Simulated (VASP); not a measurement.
# Sn (I4/mmm) in VASP: notebook

Runs on Sn. Level: PBEsol+D3(BJ). Tasks: single point.

All numbers are computed with VASP 6.6.1; they aren't measurements. Logs are shortened: lines on timing, memory, paths and dates and some standing lists are left out, and cuts for length are marked.

## Step 1: The cell of the first run

The structure is tetragonal, space group I4/mmm (No. 139). The conventional cell has a = 3.789 Å, b = 3.789 Å, c = 3.647 Å, α = 90.00°, β = 90.00°, γ = 90.00°. Within 4.3 Å of Sn (site symmetry 4/mmm) lie 14 Sn at 3.24 to 3.79 Å.

## Step 2: Single point, PBEsol+D3(BJ) (strain -0.0375 x Voigt [0, 0, 1, 0, 0, 0])

Input file INCAR:

```
SYSTEM = Sn
  PREC = Accurate
  ENCUT = 520
  EDIFF = 1E-7
  ISMEAR = 0
  SIGMA = 0.15
  LREAL = .False.
  LASPH = .True.
  NELM = 60
  ALGO = Fast
  ISIF = 2
  LWAVE = .False.
  LCHARG = .True.
  GGA = PS
  IVDW = 12
  LELF = .True.
  LVHAR = .True.
  NBANDS = 13
```

Input file KPOINTS:

```
regular mesh
0
Gamma
  18 18 18
  0 0 0
```

Input file POSCAR:

```
Sn
1.0
   -1.8946518192      1.8946518192      1.8236023760
    1.8946518192     -1.8946518192      1.8236023760
    1.8946518192      1.8946518192     -1.8236023760
Sn
1
Direct
    0.0000000000      0.0000000000      0.0000000000
```

Potentials or basis: VASP PAW PBE potentials, release 64 (Sn_d).

On the command line:

```sh
$ cat potpaw_PBE.64/Sn_d/POTCAR > POTCAR
$ mpirun -np 1 vasp_std > vasp.out
```

OUTCAR:

```text
SYSTEM = Sn
   PREC = Accurate
   ENCUT = 520
   EDIFF = 1E-7
   ISMEAR = 0
   LREAL = .False.
   LASPH = .True.
   NELM = 60
   ISIF = 2
   GGA = PS
   IVDW = 12
 IVDW          = 12

 ion  position               nearest neighbor table
   1  0.000  0.000  0.000-

  LATTYP: Found a body centered tetragonal cell.
 ALAT       =     3.7893036384
 C/A-ratio  =     0.9625000000

  Lattice vectors:

 A1 = (  -1.8946518192,   1.8946518192,   1.8236023760)
 A2 = (   1.8946518192,  -1.8946518192,   1.8236023760)
 A3 = (   1.8946518192,   1.8946518192,  -1.8236023760)

Analysis of symmetry for initial positions (statically):
=====================================================================
 Subroutine PRICEL returns:
 Original cell was already a primitive cell.

 Routine SETGRP: Setting up the symmetry group for a
 body centered tetragonal supercell.

 Subroutine GETGRP returns: Found 16 space group operations
 (whereof 16 operations were pure point group operations)
 out of a pool of 16 trial point group operations.

The static configuration has the point symmetry D_4h.

Analysis of symmetry for dynamics (positions and initial velocities):
=====================================================================
 Subroutine PRICEL returns:
 Original cell was already a primitive cell.

 Routine SETGRP: Setting up the symmetry group for a
 body centered tetragonal supercell.

 Subroutine GETGRP returns: Found 16 space group operations
 (whereof 16 operations were pure point group operations)
 out of a pool of 16 trial point group operations.

The dynamic configuration has the point symmetry D_4h.

 Subroutine INISYM returns: Found 16 space group operations
 (whereof 16 operations are pure point group operations),
 and found     1 'primitive' translations

----------------------------------------------------------------------------------------

                                     Primitive cell

  volume of cell :      26.1848

  direct lattice vectors                    reciprocal lattice vectors
    -1.894651819  1.894651819  1.823602376     0.000000000  0.263900731  0.274182578
     1.894651819 -1.894651819  1.823602376     0.263900731  0.000000000  0.274182578
     1.894651819  1.894651819 -1.823602376     0.263900731  0.263900731  0.000000000

  length of vectors
     3.241132003  3.241132003  3.241132003     0.380551812  0.380551812  0.373211993

  position of ions in fractional coordinates (direct lattice)
     0.000000000  0.000000000  0.000000000

  ion indices of the primitive-cell ions
   primitive index   ion index
                 1           1

----------------------------------------------------------------------------------------

 KPOINTS: regular mesh

Automatic generation of k-mesh.
 Grid dimensions read from file:
 generate k-points for:   18   18   18

 Generating k-lattice:

  Cartesian coordinates                     Fractional coordinates (reciprocal lattice)
     0.000000000  0.014661152  0.015232365     0.055555556  0.000000000  0.000000000
     0.014661152  0.000000000  0.015232365     0.000000000  0.055555556  0.000000000
     0.014661152  0.014661152  0.000000000     0.000000000  0.000000000  0.055555556

  Length of vectors
     0.021141767  0.021141767  0.020734000

  Shift w.r.t. Gamma in fractional coordinates (k-lattice)
     0.000000000  0.000000000  0.000000000

 Subroutine IBZKPT returns following result:
 ===========================================

 Found    480 irreducible k-points:

 Following reciprocal coordinates:
            Coordinates               Weight
  0.000000  0.000000  0.000000      1.000000
  0.055556  0.000000  0.000000      8.000000
  0.111111  0.000000  0.000000      8.000000
  0.166667  0.000000  0.000000      8.000000
  0.222222 -0.000000  0.000000      8.000000
  0.277778 -0.000000  0.000000      8.000000
[... 16 lines left out ...]
 -0.277778  0.055556 -0.000000     16.000000
 -0.222222  0.055556  0.000000     16.000000
 [... further k-points ...]
   k-points           NKPTS =    480   k-points in BZ     NKDIM =    480   number of bands    NBANDS=     13
   number of dos      NEDOS =    301   number of ions     NIONS =      1
   total plane-waves  NPLWV =  13824
   dimension x,y,z NGX =    24 NGY =   24 NGZ =   24
   dimension x,y,z NGXF=    48 NGYF=   48 NGZF=   48
   ions per type =               1
   NGX,Y,Z   is equivalent  to a cutoff of  12.31, 12.31, 12.31 a.u.
   NGXF,Y,Z  is equivalent  to a cutoff of  24.62, 24.62, 24.62 a.u.
 SYSTEM =  Sn
   PREC   = accura    normal or accurate (medium, high low for compatibility)
   ISTART =      0    job   : 0-new  1-cont  2-samecut
   ICHARG =      2    charge: 1-file 2-atom 10-const
   ISPIN  =      1    spin polarized calculation?
   LNONCOLLINEAR =      F non collinear calculations
   LSORBIT =      F    spin-orbit coupling
   LASPH  =      T    aspherical Exc in radial PAW
   ENCUT  =  520.0 eV  38.22 Ry    6.18 a.u.   6.03  6.03  6.03*2*pi/ulx,y,z
   NELM   =     60;   NELMIN=  2; NELMDL= -5     # of ELM steps
   EDIFF  = 0.1E-06   stopping-criterion for ELM
   LREAL  =      F    real-space projection
   EDIFFG = 0.1E-05   stopping-criterion for IOM
   NSW    =      0    number of steps for IOM
   IBRION =     -1    ionic relax: 0-MD 1-quasi-New 2-CG
   NFREE  =      0    steps in history (QN), initial steepest desc. (CG)
   ISIF   =      2    stress and relaxation
   ISYM   =      2    0-nonsym 1-usesym 2-fastsym
   POTIM  = 0.5000    time-step for ionic-motion
   TEBEG  =    0.0;   TEEND  =   0.0 temperature during run
   PSTRESS=    0.0 pullay stress
   NELECT =      14.0000    total number of electrons
   NUPDOWN=      -1.0000    fix difference up-down
   EMIN   =  10.00;   EMAX   =-10.00  energy-range for DOS
   EFERMI =   0.00;   METHOD = LEGACY
   ISMEAR =     0;   SIGMA  =   0.15  broadening in eV -4-tet -1-fermi 0-gaus
   EFERMI_NEDOS =   21; number of points for ismear=-14 and -15
   IALGO  =     68    algorithm
   IMIX   =      4    mixing-type and parameters
     AMIX     =   0.40;   BMIX     =  1.00
     AMIX_MAG =   1.60;   BMIX_MAG =  1.00
  volume/ion in A,a.u.               =      26.18       176.70
  Fermi-wavevector in a.u.,A,eV,Ry     =   1.328723  2.510923 24.021159  1.765505
  Thomas-Fermi vector in A             =   2.457939
   LORBIT       =      0    0 simple, 1 ext, 2 COOP (PROOUT), +10 PAW based schemes
   GGA     = PS    functional components
   LHFCALC =     F    Hartree Fock is set to
   AEXX    =    0.0000 exact exchange contribution
   IVDW    =    12    specifies the selected vdW correction
   LEPSILON=     F    determine dielectric tensor
   LRPA    =     F    only Hartree local field effects (RPA)
 non-spin polarized calculation
 RMM-DIIS sequential band-by-band and
 Gauss-broadening in eV      SIGMA  =   0.15
  energy-cutoff  :      520.00
  volume of cell :       26.18
 maximum number of plane-waves:       717
   NGX = 13   NGY = 13   NGZ = 13

 number of electron      13.9999994 magnetization

 Free energy of the ion-electron system (eV)
  ---------------------------------------------------
  ext. energy  EPLUGINS =         0.00000000
  ---------------------------------------------------
  free energy    TOTEN  =        -4.23467094 eV

  energy without entropy =       -4.22828260  energy(sigma->0) =       -4.23147677

 E-fermi :   8.3859     XC(G=0): -10.6814

 val. band max:        8.3732847924   @ k =   0.5000   0.5000   0.5000
 cond. band min:       8.3880058757   @ k =  -0.2778   0.3333   0.1111
 fundamental gap:      0.0147210833
 Fermi energy:         8.3859046703

 k-point     1 :       0.0000    0.0000    0.0000
  band No.  band energies     occupation
      1     -13.0880      2.00000
      2     -13.0766      2.00000
      3     -13.0766      2.00000
      4     -12.9377      2.00000
      5     -12.9139      2.00000
      6      -2.9890      2.00000
      7      16.5725      0.00000
      8      16.5725      0.00000
      9      16.8741      0.00000
     10      20.4670      0.00000
     11      20.4670      0.00000
     12      20.9008      0.00000
     13      20.9479      0.00000

 k-point     2 :       0.0556    0.0000    0.0000
  band No.  band energies     occupation
      1     -13.0865      2.00000
      2     -13.0745      2.00000
      3     -13.0723      2.00000
      4     -12.9378      2.00000
      5     -12.9155      2.00000
      6      -2.9186      2.00000
      7      16.0985      0.00000
      8      16.2672      0.00000
      9      16.6213      0.00000
     10      19.7431      0.00000
     11      19.8796      0.00000
     12      20.6148      0.00000
     13      21.4206      0.00000

 k-point     3 :       0.1111    0.0000    0.0000
  band No.  band energies     occupation
      1     -13.0894      2.00000
      2     -13.0689      2.00000
      3     -13.0527      2.00000
      4     -12.9382      2.00000
      5     -12.9197      2.00000
      6      -2.7071      2.00000
      7      14.6617      0.00000
      8      15.5662      0.00000
      9      16.2323      0.00000
     10      18.8609      0.00000
     11      19.1207      0.00000
     12      20.4398      0.00000
     13      22.4505      0.00000
[... 305 lines left out ...]
 k-point    23 :      -0.2778    0.0556   -0.0000
  band No.  band energies     occupation
      1     -13.1066      2.00000
      2     -13.0549      2.00000
      3     -12.9551      2.00000
      4     -12.9440      2.00000
      5     -12.9283      2.00000
      6      -1.5195      2.00000
      7      10.1396      0.00000
      8      13.1195      0.00000
      9      14.6367      0.00000
     10      17.5285      0.00000
     11      18.4179      0.00000
     12      21.0744      0.00000
     13      23.4861      0.00000

 k-point    24 :      -0.2222    0.0556    0.0000
  band No.  band energies     occupation
      1     -13.0974      2.00000
      2     -13.0605      2.00000
      3     -12.9954      2.00000
      4     -12.9448      2.00000
      5     -12.9248      2.00000
      6      -2.0823      2.00000
      7      11.9335      0.00000
      8      13.8697      0.00000
      9      15.1991      0.00000
     10      18.0203      0.00000
     11      18.8358      0.00000
     12      20.6556      0.00000
     13      23.1927      0.00000

 [... further k-points ...]

------------------------ aborting loop because EDIFF is reached ----------------------------------------

 Edisp (eV)   -0.40477

 E8    (eV) :    -0.2855

  FORCE on cell =-STRESS in cart. coord.  units (eV):
  Direction    XX          YY          ZZ          XY          YZ          ZX
  --------------------------------------------------------------------------------------
  -------------------------------------------------------------------------------------
  Total      -0.37806    -0.37806    -0.53001     0.00000     0.00000     0.00000
  in kB     -23.13234   -23.13234   -32.42980     0.00000     0.00000     0.00000
  external pressure =      -26.23 kB  Pullay stress =        0.00 kB

 VOLUME and BASIS-vectors are now :
 -----------------------------------------------------------------------------
  energy-cutoff  :      520.00
  volume of cell :       26.18
      direct lattice vectors                 reciprocal lattice vectors
    -1.894651819  1.894651819  1.823602376     0.000000000  0.263900731  0.274182578
     1.894651819 -1.894651819  1.823602376     0.263900731  0.000000000  0.274182578
     1.894651819  1.894651819 -1.823602376     0.263900731  0.263900731  0.000000000

 POSITION                                       TOTAL-FORCE (eV/Angst)
 -----------------------------------------------------------------------------------
      0.00000      0.00000      0.00000         0.000000     -0.000000     -0.000000
 -----------------------------------------------------------------------------------
    total drift:                                0.000000      0.000000      0.000000

  FREE ENERGIE OF THE ION-ELECTRON SYSTEM (eV)
  ---------------------------------------------------
  free  energy   TOTEN  =        -4.6394458103 eV

  energy  without entropy=       -4.6330574715  energy(sigma->0) =       -4.63625164
```

Wall time 3.1 min (1 thread of Intel Xeon 8259CL, shared host); peak memory 0.27 GiB.

Results:

```
Free energy                : -4.6394 eV
Pressure                   : -2.6 GPa
Band gap on the k mesh     : zero (bands 7 and 8 overlap by 10.73 eV)
Dispersion energy per atom : -0.405 eV
```

Caveat: the cell differs from its parent crystal (strain -0.0375 x Voigt [0, 0, 1, 0, 0, 0]); the PAW data sets were made with another functional, which shifts forces and pressure a little; spin-orbit coupling is left out, which moves the levels of the heavy elements.

## Step 3: Single point, PBEsol+D3(BJ) (strain +0.0375 x Voigt [0, 0, 1, 0, 0, 0])

Input file INCAR:

```
PREC = Accurate ; ENCUT = 520
EDIFF = 1E-6 ; ISMEAR = 0
SIGMA = 0.15 ; LREAL = False
LASPH = True ; NELM = 80
ALGO = Fast ; ISIF = 2
LWAVE = False ; LCHARG = False
GGA = PS ; IVDW = 12
NBANDS = 13
```

Input file KPOINTS:

```
regular mesh
0
Gamma
  18 18 18
```

Input file POSCAR:

```
Sn
1.0
   -1.8946518192      1.8946518192      1.9657012624
    1.8946518192     -1.8946518192      1.9657012624
    1.8946518192      1.8946518192     -1.9657012624
Sn
1
Direct
    0.0000000000      0.0000000000      0.0000000000
```

Potentials or basis: VASP PAW PBE potentials, release 64 (Sn_d).

On the command line:

```sh
$ cat potpaw_PBE.64/Sn_d/POTCAR > POTCAR
$ mpirun -np 1 vasp_std > vasp.out
```

It took 5.3 min on 1 thread of Intel Xeon 8259CL, shared host; peak memory 0.29 GiB.

It converged, with:

```
Free energy                : -4.5845 eV
Pressure                   : -5.7 GPa
Band gap on the k mesh     : zero (bands 7 and 8 overlap by 9.80 eV)
Dispersion energy per atom : -0.374 eV
```

Stress tensor (GPa, compression positive):
```
-5.92  0.00  0.00
 0.00 -5.92  0.00
 0.00  0.00 -5.26
```

Levels at points of the mesh, in eV from the Fermi level:
```tsv
k point	band 5	band 6	band 7	band 8	band 9	band 10
(0.00, 0.00, 0.00)	-21.30	-10.84	7.48	7.65	7.65	11.74
(0.50, 0.00, 0.00)	-21.24	-6.47	-4.28	3.62	5.49	7.92
(0.50, 0.50, 0.00)	-21.23	-6.24	-4.18	3.20	4.88	7.39
(0.50, 0.50, 0.50)	-21.25	-2.75	-0.87	-0.22	-0.22	3.72
```

Caveat: the cell differs from its parent crystal (strain +0.0375 x Voigt [0, 0, 1, 0, 0, 0]); the cell stands under tension; the PAW data sets were made with another functional, which shifts forces and pressure a little; spin-orbit coupling is left out, which moves the levels of the heavy elements.
